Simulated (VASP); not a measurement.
Ag:

```
Ag
1.0
    -1.54005    1.54005    1.44937
     1.54005   -1.54005    1.44937
     1.54005    1.54005   -1.44937
Ag
1
Direct
  0.00000 0.00000 0.00000
```

```yaml
Program: VASP 6.6.1
Task: relaxation of cell and atoms
Functional: PBEsol
Potentials_or_basis: VASP PAW PBE potentials, release 64 (Ag)
Cutoff: 600 eV
k_mesh: 10 × 10 × 10
Occupations: gaussian, width 0.1 eV
Spin: no spin polarisation
```

At the start: pressure 39.4 GPa; volume 13.75 Å³/atom.

**Question.** Where does the relaxation end?

**Answer.** Over 9 steps the energy falls by 304.9 meV/atom and the volume is 16.76 Å³/atom (+21.9 %); space group I4/mmm (No. 139, to 0.05 Å).

Step by step:
```tsv
step	energy change (eV)	largest force (eV/Å)	pressure (GPa)	volume (Å³)
1	0.0000	0.0000	39.40	13.75
2	-0.0193	0.0000	-13.78	21.64
3	-0.2986	0.0000	-1.08	16.94
4	-0.2991	0.0000	-0.44	16.83
5	-0.2992	0.0000	0.05	16.76
6	-0.3008	0.0000	0.09	16.76
7	-0.3043	0.0000	0.24	16.77
8	-0.2997	0.0000	0.82	16.74
9	-0.3049	0.0000	0.35	16.76
```

Final structure:
```
CELL_PARAMETERS angstrom
-1.67753 1.67753 1.48926
1.67753 -1.67753 1.48926
1.67753 1.67753 -1.48926
ATOMIC_POSITIONS crystal
Ag 0.00000 0.00000 0.00000
```

Caveat: the volume moved by over 15 % at a fixed basis, so the end points are rough; the PAW data sets were made with another functional, which shifts forces and pressure a little.
